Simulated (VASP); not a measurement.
# SrCl2 (Fm-3m) in VASP: a series of runs

SrCl2 is run at these levels: PBE; tasks: single point.

All numbers are computed with VASP 6.6.1; they aren't measurements. Logs are shortened: lines on timing, memory, paths and dates and some standing lists are left out, and cuts for length are marked.

**1. The cell of the first run**

It takes space group Fm-3m (No. 225, cubic). Conventional cell: a = 6.754 Å, b = 6.754 Å, c = 6.754 Å, α = 90.00°, β = 90.00°, γ = 90.00°. Within 3.9 Å of Sr (site symmetry m-3m) lie 8 Cl at 2.92 Å. Within 3.9 Å of Cl (site symmetry -43m) lie 4 Sr at 2.92 Å and 6 Cl at 3.38 Å.

**2. Single point, PBE (25.67 Å³/atom)**

INCAR

```
SYSTEM = SrCl2
ALGO = Normal ; EDIFF = 1E-6
ENCUT = 500 ; GGA = PE
GGA_COMPAT = .FALSE. ; ISIF = 2
ISMEAR = 0 ; LASPH = .TRUE.
LCHARG = .FALSE. ; LREAL = .FALSE.
LWAVE = .FALSE. ; NBANDS = 19
NELM = 120 ; PREC = Accurate
SIGMA = 0.01
```

KPOINTS

```
k-points
0
G
  4 4 4
  0 0 0
```

POSCAR

```
SrCl2
1.0
    0.0000000000      3.3769529572      3.3769529572
    3.3769529572      0.0000000000      3.3769529572
    3.3769529572      3.3769529572      0.0000000000
Sr Cl
1 2
Direct
    0.0000000000      0.0000000000      0.0000000000
    0.7500000000      0.7500000000      0.7500000000
    0.2500000000      0.2500000000      0.2500000000
```

Potentials or basis: VASP PAW PBE potentials, release 64 (Sr_sv, Cl).

Launch:

```sh
$ cat potpaw_PBE.64/Sr_sv/POTCAR potpaw_PBE.64/Cl/POTCAR > POTCAR
$ mpirun -np 1 vasp_std > vasp.out
```

OUTCAR:

```text
SYSTEM = SrCl2
   EDIFF = 1E-6
   ENCUT = 500
   GGA = PE
   ISIF = 2
   ISMEAR = 0
   LASPH = .TRUE.
   LREAL = .FALSE.
   NELM = 120
   PREC = Accurate

 ion  position               nearest neighbor table
   1  0.000  0.000  0.000-   2 2.92   2 2.92   2 2.92   3 2.92   3 2.92   3 2.92   3 2.92   2 2.92

   2  0.750  0.750  0.750-   1 2.92   1 2.92   1 2.92   1 2.92
   3  0.250  0.250  0.250-   1 2.92   1 2.92   1 2.92   1 2.92

  LATTYP: Found a face centered cubic cell.
 ALAT       =     6.7539059144

  Lattice vectors:

 A1 = (   0.0000000000,   3.3769529572,   3.3769529572)
 A2 = (   3.3769529572,   0.0000000000,   3.3769529572)
 A3 = (   3.3769529572,   3.3769529572,   0.0000000000)

Analysis of symmetry for initial positions (statically):
=====================================================================
 Subroutine PRICEL returns:
 Original cell was already a primitive cell.

 Routine SETGRP: Setting up the symmetry group for a
 face centered cubic supercell.

 Subroutine GETGRP returns: Found 48 space group operations
 (whereof 48 operations were pure point group operations)
 out of a pool of 48 trial point group operations.

The static configuration has the point symmetry O_h .

Analysis of symmetry for dynamics (positions and initial velocities):
=====================================================================
 Subroutine PRICEL returns:
 Original cell was already a primitive cell.

 Routine SETGRP: Setting up the symmetry group for a
 face centered cubic supercell.

 Subroutine GETGRP returns: Found 48 space group operations
 (whereof 48 operations were pure point group operations)
 out of a pool of 48 trial point group operations.

The dynamic configuration has the point symmetry O_h .

 Subroutine INISYM returns: Found 48 space group operations
 (whereof 48 operations are pure point group operations),
 and found     1 'primitive' translations

----------------------------------------------------------------------------------------

                                     Primitive cell

[... 67 lines left out ...]
   ISTART =      0    job   : 0-new  1-cont  2-samecut
   ICHARG =      2    charge: 1-file 2-atom 10-const
   ISPIN  =      1    spin polarized calculation?
   LNONCOLLINEAR =      F non collinear calculations
   LSORBIT =      F    spin-orbit coupling
   LASPH  =      T    aspherical Exc in radial PAW
   ENCUT  =  500.0 eV  36.75 Ry    6.06 a.u.   8.71  8.71  8.71*2*pi/ulx,y,z
   NELM   =    120;   NELMIN=  2; NELMDL= -5     # of ELM steps
   EDIFF  = 0.1E-05   stopping-criterion for ELM
   LREAL  =      F    real-space projection
   EDIFFG = 0.1E-04   stopping-criterion for IOM
   NSW    =      0    number of steps for IOM
   IBRION =     -1    ionic relax: 0-MD 1-quasi-New 2-CG
   NFREE  =      0    steps in history (QN), initial steepest desc. (CG)
   ISIF   =      2    stress and relaxation
   ISYM   =      2    0-nonsym 1-usesym 2-fastsym
   POTIM  = 0.5000    time-step for ionic-motion
   TEBEG  =    0.0;   TEEND  =   0.0 temperature during run
   PSTRESS=    0.0 pullay stress
   NELECT =      24.0000    total number of electrons
   NUPDOWN=      -1.0000    fix difference up-down
   EMIN   =  10.00;   EMAX   =-10.00  energy-range for DOS
   EFERMI =   0.00;   METHOD = LEGACY
   ISMEAR =     0;   SIGMA  =   0.01  broadening in eV -4-tet -1-fermi 0-gaus
   EFERMI_NEDOS =   21; number of points for ismear=-14 and -15
   IALGO  =     38    algorithm
   IMIX   =      4    mixing-type and parameters
     AMIX     =   0.40;   BMIX     =  1.00
     AMIX_MAG =   1.60;   BMIX_MAG =  1.00
  volume/ion in A,a.u.               =      25.67       173.25
  Fermi-wavevector in a.u.,A,eV,Ry     =   1.109882  2.097373 16.760181  1.231839
  Thomas-Fermi vector in A             =   2.246427
   LORBIT       =      0    0 simple, 1 ext, 2 COOP (PROOUT), +10 PAW based schemes
   GGA     = PE    functional components
   LHFCALC =     F    Hartree Fock is set to
   AEXX    =    0.0000 exact exchange contribution
   IVDW    =     0    specifies the selected vdW correction
   LEPSILON=     F    determine dielectric tensor
   LRPA    =     F    only Hartree local field effects (RPA)
 non-spin polarized calculation
 Gauss-broadening in eV      SIGMA  =   0.01
  energy-cutoff  :      500.00
  volume of cell :       77.02
 maximum number of plane-waves:      1964
 NGX is ok and might be reduce to    36
   NGX = 17   NGY = 17   NGZ = 17

 number of electron      23.9999996 magnetization

 Free energy of the ion-electron system (eV)
  ---------------------------------------------------
  ext. energy  EPLUGINS =         0.00000000
  ---------------------------------------------------
  free energy    TOTEN  =       -12.62169385 eV

  energy without entropy =      -12.62169385  energy(sigma->0) =      -12.62169385

 E-fermi :   0.9556     XC(G=0):  -8.7109

 val. band max:        0.8333241771   @ k =   0.5000   0.5000   0.0000
 cond. band min:       6.2728719168   @ k =   0.5000   0.5000   0.0000
 fundamental gap:      5.4395477397
 Fermi energy:         0.9556154631

 k-point     1 :       0.0000    0.0000    0.0000
  band No.  band energies     occupation
      1     -31.7548      2.00000
      2     -13.7936      2.00000
      3     -13.7936      2.00000
      4     -13.7936      2.00000
      5     -12.7984      2.00000
      6     -11.7313      2.00000
[... 153 lines left out ...]
      6     -11.8521      2.00000
[... 11 lines left out ...]
     18      11.0056      0.00000
     19      11.8446      0.00000

------------------------ aborting loop because EDIFF is reached ----------------------------------------

  FORCE on cell =-STRESS in cart. coord.  units (eV):
  Direction    XX          YY          ZZ          XY          YZ          ZX
  --------------------------------------------------------------------------------------
  -------------------------------------------------------------------------------------
  Total        2.7373671      2.7373671      2.7373671      0.0000000      0.0000000      0.0000000
  in kB       56.9427706     56.9427706     56.9427706      0.0000000      0.0000000      0.0000000
  external PRESSURE =      56.9427706 kB  Pullay stress =       0.0000000 kB

 VOLUME and BASIS-vectors are now :
 -----------------------------------------------------------------------------
  energy-cutoff  :      500.00
  volume of cell :       77.02
      direct lattice vectors                 reciprocal lattice vectors
     0.000000000  3.376952957  3.376952957    -0.148062471  0.148062471  0.148062471
     3.376952957  0.000000000  3.376952957     0.148062471 -0.148062471  0.148062471
     3.376952957  3.376952957  0.000000000     0.148062471  0.148062471 -0.148062471

 POSITION                                       TOTAL-FORCE (eV/Angst)
 -----------------------------------------------------------------------------------
      0.00000      0.00000      0.00000        -0.000000      0.000000      0.000000
      5.06543      5.06543      5.06543        -0.000000     -0.000000      0.000000
      1.68848      1.68848      1.68848         0.000000      0.000000     -0.000000
 -----------------------------------------------------------------------------------
    total drift:                                0.000000      0.000000      0.000000

  FREE ENERGIE OF THE ION-ELECTRON SYSTEM (eV)
  ---------------------------------------------------
  free  energy   TOTEN  =       -12.6216938477 eV

  energy  without entropy=      -12.6216938477  energy(sigma->0) =      -12.62169385
```

OSZICAR:

```text
N       E                     dE             d eps       ncg     rms          rms(c)
DAV:   1     0.135782109314E+03    0.13578E+03   -0.11461E+04   304   0.111E+03
DAV:   2    -0.481454658563E+01   -0.14060E+03   -0.13660E+03   395   0.219E+02
DAV:   3    -0.126699178724E+02   -0.78554E+01   -0.78342E+01   421   0.519E+01
DAV:   4    -0.128733082712E+02   -0.20339E+00   -0.20307E+00   480   0.720E+00
DAV:   5    -0.128762881110E+02   -0.29798E-02   -0.29796E-02   420   0.809E-01    0.163E+01
DAV:   6    -0.126090409808E+02    0.26725E+00   -0.51277E-01   346   0.407E+00    0.103E+01
DAV:   7    -0.126184033336E+02   -0.93624E-02   -0.37990E-01   412   0.371E+00    0.188E+00
DAV:   8    -0.126192190482E+02   -0.81571E-03   -0.56471E-02   345   0.131E+00    0.464E-01
DAV:   9    -0.126202650198E+02   -0.10460E-02   -0.17982E-03   362   0.276E-01    0.170E-01
DAV:  10    -0.126215306048E+02   -0.12656E-02   -0.83146E-04   325   0.169E-01    0.448E-02
DAV:  11    -0.126216721162E+02   -0.14151E-03   -0.10172E-04   377   0.550E-02    0.391E-02
DAV:  12    -0.126216933723E+02   -0.21256E-04   -0.24776E-05   328   0.252E-02    0.482E-03
DAV:  13    -0.126216938477E+02   -0.47537E-06   -0.68866E-07   373   0.524E-03
   1 F= -.12621694E+02 E0= -.12621694E+02  d E =-.297124E-68
```

Run time: 21 s. Hardware: 1 thread of Intel Xeon 8259CL, shared host; peak memory 0.2 GiB.

Results:

* Free energy: -12.6217 eV
* Pressure: 5.7 GPa
* Band gap on the k mesh: 5.44 eV

Levels at points of the mesh, in eV from the valence-band top:
| k point | band 9 | band 10 | band 11 | band 12 | band 13 | band 14 | band 15 | band 16 |
| --- | --- | --- | --- | --- | --- | --- | --- | --- |
| (0.00, 0.00, 0.00) | -2.49 | -0.38 | -0.38 | -0.38 | 5.72 | 6.03 | 6.03 | 9.19 |
| (0.50, 0.00, 0.00) | -1.68 | -1.50 | -1.18 | -1.18 | 6.77 | 6.77 | 7.84 | 7.99 |
| (0.50, 0.50, 0.00) | -2.11 | -0.49 | -0.49 | 0.00 | 5.44 | 7.30 | 7.83 | 8.28 |

Caveat: the cell stands under pressure. A k mesh can miss the band edges.

**3. Single point, PBE (27.10 Å³/atom)**

This run uses another cell than the first one, of 27.10 Å³/atom.

INCAR

```
  PREC = Accurate
  ENCUT = 500
  EDIFF = 1E-6
  ISMEAR = 0
  SIGMA = 0.01
  LREAL = False
  LASPH = True
  NELM = 120
  ALGO = Normal
  ISIF = 2
  LWAVE = False
  LCHARG = True
  GGA = PE
  LELF = True
  LVHAR = True
  NBANDS = 19
  GGA_COMPAT = False
```

KPOINTS

```
Automatic mesh
0
Gamma
  4 4 4
```

POSCAR

```
SrCl2
1.0
    0.0000000000      3.4383655169      3.4383655169
    3.4383655169      0.0000000000      3.4383655169
    3.4383655169      3.4383655169      0.0000000000
Sr Cl
1 2
Direct
    0.0000000000      0.0000000000      0.0000000000
    0.7500000000      0.7500000000      0.7500000000
    0.2500000000      0.2500000000      0.2500000000
```

Potentials or basis: VASP PAW PBE potentials, release 64 (Sr_sv, Cl).

Launch:

```sh
$ cat potpaw_PBE.64/Sr_sv/POTCAR potpaw_PBE.64/Cl/POTCAR > POTCAR
$ mpirun -np 1 vasp_std > vasp.out
```

It took 24 s on 1 thread of Intel Xeon 8259CL, shared host; peak memory 0.2 GiB.

The run converged. Its results:

| Property | Result |
| --- | --- |
| Free energy | -12.7368 eV |
| Pressure | 2.9 GPa |
| Band gap on the k mesh | 5.48 eV |

Levels at points of the mesh, in eV from the valence-band top:
```
           k point  band 10  band 11  band 12  band 13  band 14  band 15
(0.00, 0.00, 0.00)    -0.35    -0.35    -0.35     5.51     6.08     6.08
(0.50, 0.00, 0.00)    -1.40    -1.11    -1.11     6.75     6.75     7.66
(0.50, 0.50, 0.00)    -0.44    -0.44     0.00     5.48     7.15     7.71
```

A k mesh can miss the band edges.

**4. Single point, PBE (29.95 Å³/atom)**

This run uses another cell than the first one, of 29.95 Å³/atom.

INCAR

```
PREC = Accurate
ENCUT = 500
EDIFF = 1E-6
ISMEAR = 0
SIGMA = 0.01
LREAL = False
LASPH = True
NELM = 120
ALGO = Normal
ISIF = 2
LWAVE = False
LCHARG = False
GGA = PE
NBANDS = 19
GGA_COMPAT = False
```

KPOINTS

```
regular mesh
0
Gamma
  4 4 4
```

POSCAR

```
SrCl2
1.0
    0.0000000000      3.5550082037      3.5550082037
    3.5550082037      0.0000000000      3.5550082037
    3.5550082037      3.5550082037      0.0000000000
Sr Cl
1 2
Direct
    0.0000000000      0.0000000000      0.0000000000
    0.7500000000      0.7500000000      0.7500000000
    0.2500000000      0.2500000000      0.2500000000
```

Potentials or basis: VASP PAW PBE potentials, release 64 (Sr_sv, Cl).

Launch:

```sh
$ cat potpaw_PBE.64/Sr_sv/POTCAR potpaw_PBE.64/Cl/POTCAR > POTCAR
$ mpirun -np 1 vasp_std > vasp.out
```

OUTCAR:

```text
PREC = Accurate
   ENCUT = 500
   EDIFF = 1E-6
   ISMEAR = 0
   LREAL = False
   LASPH = True
   NELM = 120
   ISIF = 2
   GGA = PE

 ion  position               nearest neighbor table
   1  0.000  0.000  0.000-   2 3.08   2 3.08   2 3.08   2 3.08   3 3.08   3 3.08   3 3.08   3 3.08

   2  0.750  0.750  0.750-   1 3.08   1 3.08   1 3.08   1 3.08
   3  0.250  0.250  0.250-   1 3.08   1 3.08   1 3.08   1 3.08

  LATTYP: Found a face centered cubic cell.
 ALAT       =     7.1100164074

  Lattice vectors:

 A1 = (   0.0000000000,   3.5550082037,   3.5550082037)
 A2 = (   3.5550082037,   0.0000000000,   3.5550082037)
 A3 = (   3.5550082037,   3.5550082037,   0.0000000000)

Analysis of symmetry for initial positions (statically):
=====================================================================
 Subroutine PRICEL returns:
 Original cell was already a primitive cell.

 Routine SETGRP: Setting up the symmetry group for a
 face centered cubic supercell.

 Subroutine GETGRP returns: Found 48 space group operations
 (whereof 48 operations were pure point group operations)
[... 147 lines left out ...]

  energy without entropy =      -12.78521864  energy(sigma->0) =      -12.78521864

 E-fermi :  -0.1327     XC(G=0):  -8.0413

 val. band max:       -0.2064713243   @ k =   0.5000   0.5000   0.0000
 cond. band min:       4.9139849087   @ k =   0.0000   0.0000   0.0000
 fundamental gap:      5.1204562329
 Fermi energy:        -0.1327181697

 k-point     1 :       0.0000    0.0000    0.0000
  band No.  band energies     occupation
      1     -33.2873      2.00000
      2     -15.2553      2.00000
      3     -15.2553      2.00000
      4     -15.2553      2.00000
      5     -13.3432      2.00000
      6     -12.6032      2.00000
[... 153 lines left out ...]
      6     -12.8040      2.00000
[... 11 lines left out ...]
     18       8.8854      0.00000
     19      10.2131      0.00000

------------------------ aborting loop because EDIFF is reached ----------------------------------------

  FORCE on cell =-STRESS in cart. coord.  units (eV):
  Direction    XX          YY          ZZ          XY          YZ          ZX
  --------------------------------------------------------------------------------------
  -------------------------------------------------------------------------------------
  Total       -0.4904209     -0.4904209     -0.4904209     -0.0000000     -0.0000000      0.0000000
  in kB       -8.7443532     -8.7443532     -8.7443532     -0.0000000     -0.0000000      0.0000000
  external PRESSURE =      -8.7443532 kB  Pullay stress =       0.0000000 kB

 VOLUME and BASIS-vectors are now :
 -----------------------------------------------------------------------------
  energy-cutoff  :      500.00
  volume of cell :       89.86
      direct lattice vectors                 reciprocal lattice vectors
     0.000000000  3.555008204  3.555008204    -0.140646652  0.140646652  0.140646652
     3.555008204  0.000000000  3.555008204     0.140646652 -0.140646652  0.140646652
     3.555008204  3.555008204  0.000000000     0.140646652  0.140646652 -0.140646652

 POSITION                                       TOTAL-FORCE (eV/Angst)
 -----------------------------------------------------------------------------------
      0.00000      0.00000      0.00000        -0.000000     -0.000000      0.000000
      5.33251      5.33251      5.33251         0.000000     -0.000000     -0.000000
      1.77750      1.77750      1.77750         0.000000      0.000000     -0.000000
 -----------------------------------------------------------------------------------
    total drift:                               -0.000000     -0.000000      0.000000

  FREE ENERGIE OF THE ION-ELECTRON SYSTEM (eV)
  ---------------------------------------------------
  free  energy   TOTEN  =       -12.7852186356 eV

  energy  without entropy=      -12.7852186356  energy(sigma->0) =      -12.78521864
```

stdout:

```text
POSCAR found type information on POSCAR SrCl
 POSCAR found :  2 types and       3 ions
 scaLAPACK will be used
 LDA part: xc-table for (Slater+PW92), standard interpolation
 POSCAR, INCAR and KPOINTS ok, starting setup
 FFT: planning ... GRIDC
 FFT: planning ... GRID_SOFT
 FFT: planning ... GRID
 WAVECAR not read
 entering main loop
```

It took 26 s on 1 thread of Intel Xeon 8259CL, shared host; peak memory 0.23 GiB.

What came out:

* Free energy: -12.7852 eV
* Pressure: -0.9 GPa
* Band gap on the k mesh: 5.12 eV (least direct gap 5.44 eV)

Levels at points of the mesh, in eV from the valence-band top:
| k point | band 10 | band 11 | band 12 | band 13 | band 14 | band 15 |
| --- | --- | --- | --- | --- | --- | --- |
| (0.00, 0.00, 0.00) | -0.32 | -0.32 | -0.32 | 5.12 | 6.10 | 6.10 |
| (0.50, 0.00, 0.00) | -1.22 | -0.97 | -0.97 | 6.65 | 6.65 | 7.30 |
| (0.50, 0.50, 0.00) | -0.36 | -0.36 | 0.00 | 5.52 | 6.88 | 7.45 |

A k mesh can miss the band edges.

(Part 1 of 2 ends here.)
